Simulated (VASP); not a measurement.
Here is a VASP 6.6.1 calculation.

INCAR

```
SYSTEM = BaTiO3
PREC = Accurate
ENCUT = 520
EDIFF = 1E-8
ISMEAR = -1
SIGMA = 0.08
LREAL = .FALSE.
LASPH = .TRUE.
NELM = 100
ALGO = Normal
ISIF = 2
LWAVE = .FALSE.
LCHARG = .FALSE.
GGA = PS
LEFG = .TRUE.
NBANDS = 28
```

File KPOINTS:

```
Automatic mesh
0
G
  7 7 7
  0 0 0
```

Contents of POSCAR:

```
BaTiO3
1.0
    3.9998000000      0.0000000000      0.0000000000
    0.0000000000      3.9998000000      0.0000000000
    0.0000000000      0.0000000000      4.1385400000
Ba Ti O
1 1 3
Direct
    0.0000000000      0.0000000000      0.0000000000
    0.5000000000      0.5000000000      0.4820000000
    0.5000000000      0.5000000000      0.0160000000
    0.5000000000      0.0000000000      0.5150000000
    0.0000000000      0.5000000000      0.5150000000
```

Potentials or basis: VASP PAW PBE potentials, release 64 (Ba_sv, Ti_sv, O).

The run is started by

```console
$ cat potpaw_PBE.64/Ba_sv/POTCAR potpaw_PBE.64/Ti_sv/POTCAR potpaw_PBE.64/O/POTCAR > POTCAR
$ mpirun -np 1 vasp_std > vasp.out
```

Problem. Estimate the pressure.

Solution. -6.3 GPa.

Problem. Predict the band gap on the k mesh.

Solution. 1.77 eV (least direct gap 2.06 eV).

Forces in eV/Å, atoms in the order of the input:
```
Ba   0.000  0.000 -0.126
Ti   0.000  0.000 -0.344
O    0.000  0.000  0.816
O    0.000  0.000 -0.174
O    0.000  0.000 -0.174
```

Caveat: the cell differs from its parent crystal (zz strain of +3 %); the cell stands under tension; without QUAD_EFG the Cq values of the log hold for a quadrupole moment of 1 mb, not for the nuclei; the PAW data sets were made with another functional, which shifts forces and pressure a little; spin-orbit coupling is left out, which moves the levels of the heavy elements; an odd mesh through Γ misses points on the zone boundary, where band edges can lie.
